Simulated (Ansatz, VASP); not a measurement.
## Two plane-wave programs on As

Contents of INCAR:

```
PREC = Accurate
ENCUT = 520
EDIFF = 1E-8
ISMEAR = -1
SIGMA = 0.05
LREAL = False
LASPH = True
NELM = 80
ALGO = Normal
ISIF = 2
LWAVE = False
LCHARG = False
LEFG = True
NBANDS = 12
```

File KPOINTS:

```
Automatic mesh
0
Gamma
  9 9 9
```

The input POSCAR:

```
As
1.0
    0.0000000000      2.8744485395      2.8744485395
    2.8744485395      0.0000000000      2.8744485395
    2.8744485395      2.8744485395      0.0000000000
As
2
Direct
   -0.2375000000     -0.0875000000     -0.0875000000
    0.2375000000      0.0875000000      0.0875000000
```

Input for Ansatz:

```yaml
crystal:
  lattice:
    - [0.0, 2.8744485395, 2.8744485395]
    - [2.8744485395, 0.0, 2.8744485395]
    - [2.8744485395, 2.8744485395, 0.0]
  atoms:
    - { symbol: As, position: [-0.2375, -0.0875, -0.0875] }
    - { symbol: As, position: [0.2375, 0.0875, 0.0875] }
kpoints:
  mp_grid: { grid: [9, 9, 9] }
scf:
  occupations: { method: fermi_dirac, width: 0.05 }
hamiltonian:
  xc: lda
  pseudopotentials: { kind: paw }
output:
  forces: true
  stress: true
  eigenvalues: true
  efg: { contact_densities: true }
  populations: true
  write_density: true
  write_potential: true
  elf: true
  volumetric_format: npy
```

Change from the starting cell: shortest bond scaled by 0.7, PAW files.

Alike in both runs: task electric field gradients; functional LDA; k mesh 9 × 9 × 9; occupations fermi-dirac, width 0.05 eV; no spin polarisation.

|  | VASP | Ansatz |
| --- | --- | --- |
| version | VASP 6.6.1 | Ansatz 0.2.0 |
| potentials or method | VASP PAW LDA potentials, release 64 (As) | PAW with Ansatz's default frozen-core files, scalar-relativistic |
| plane-wave cutoff (eV) | 520 | 420 |
| valence electrons in the cell | 10 | 30 |

Ansatz gave:

| Item | Value |
| --- | --- |
| pressure (GPa) | 45.3 |
| traceless stress, the component that is largest in VASP (GPa) | -43.38 |
| rms of the force components (eV/Å) | 12.086 |
| size of Vzz on the site where it differs most (V/Å²) | 254.3 |

Question: Estimate VASP's values.

Answer: Pressure (GPa): 47.9; traceless stress, the component that is largest in VASP (GPa): -45.99; rms of the force components (eV/Å): 12.807; size of Vzz on the site where it differs most (V/Å²): 300.5.

LDA's correlation is that of Perdew and Zunger in VASP and of Perdew and Wang (1992) in Ansatz. Atom by atom the forces differ by 0.722 eV/Å (rms over components). Both programs put the cell under a high pressure, so it lies far from rest at this level. VASP's potentials hold 10 valence electrons a cell and Ansatz's 30, so a difference there can come from the potentials and not from the codes.
